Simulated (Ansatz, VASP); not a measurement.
One calculation of P, two programs

INCAR

```
ALGO     = Normal         # electronic algorithm
EDIFF    = 1E-7           # SCF threshold, eV
ENCUT    = 520            # plane-wave cutoff, eV
GGA      = PE             # functional
ISIF     = 2              # what is computed and relaxed
ISMEAR   = 0              # smearing method
LASPH    = T              # aspherical terms in the spheres
LCHARG   = T              # write CHGCAR
LELF     = T              # ELF
LREAL    = F              # projectors in reciprocal space
LVHAR    = T            
LWAVE    = F              # write WAVECAR
NBANDS   = 18             # bands
NELM     = 60             # most SCF steps
PREC     = Accurate       # precision mode
SIGMA    = 0.03           # smearing width, eV
```

The input KPOINTS:

```
k-points
0
Gamma
  10 10 8
```

Contents of POSCAR:

```
P
1.0
    1.6552162270     -5.6427177482      0.0000000000
    1.6552162270      5.6427177482      0.0000000000
    0.0000000000      0.0000000000      4.6261394078
P
4
Direct
    0.0940707809      0.9059292191      0.9137202394
    0.5940707809      0.4059292191      0.5862797606
    0.9059292191      0.0940707809      0.0862797606
    0.4059292191      0.5940707809      0.4137202394
```

Input for Ansatz:

```yaml
crystal:
  lattice:
    - [1.655216227, -5.6427177482, 0.0]
    - [1.655216227, 5.6427177482, 0.0]
    - [0.0, 0.0, 4.6261394078]
  atoms:
    - { symbol: P, position: [0.0940707809, 0.9059292191, 0.9137202394] }
    - { symbol: P, position: [0.5940707809, 0.4059292191, 0.5862797606] }
    - { symbol: P, position: [0.9059292191, 0.0940707809, 0.0862797606] }
    - { symbol: P, position: [0.4059292191, 0.5940707809, 0.4137202394] }
basis:
  ecutwfc: 420
kpoints:
  mp_grid: { grid: [10, 10, 8] }
hamiltonian:
  xc: pbe
scf:
  occupations: { method: gaussian, width: 0.03 }
output:
  forces: true
  stress: true
  eigenvalues: true
```

Change from the starting cell: strain +0.000 along x and y, +0.015 along z, atoms carried along.

Alike in both runs: task single point; functional PBE; k mesh 10 × 10 × 8; occupations gaussian, width 0.03 eV; no spin polarisation.

|  | VASP | Ansatz |
| --- | --- | --- |
| version | VASP 6.6.1 | Ansatz 0.2.0 |
| potentials or method | VASP PAW PBE potentials, release 64 (P), cutoff 520 eV | scalar-relativistic, plane waves, PAW |
| valence electrons in the cell | 20 | 20 |

```csv
,VASP,Ansatz,Ansatz less VASP
gap on the k mesh at the Fermi level (eV),0.26,0.24,-0.018
least direct gap on the mesh (eV),0.26,0.24,-0.018
pressure (GPa),-1.2,-0.9,+0.29
"traceless stress, the component that is largest in VASP (GPa)",-0.87,-0.85,+0.026
rms of the force components (eV/Å),0.149,0.126,-0.0236
```

Atom by atom the forces differ by 0.029 eV/Å (rms over components).
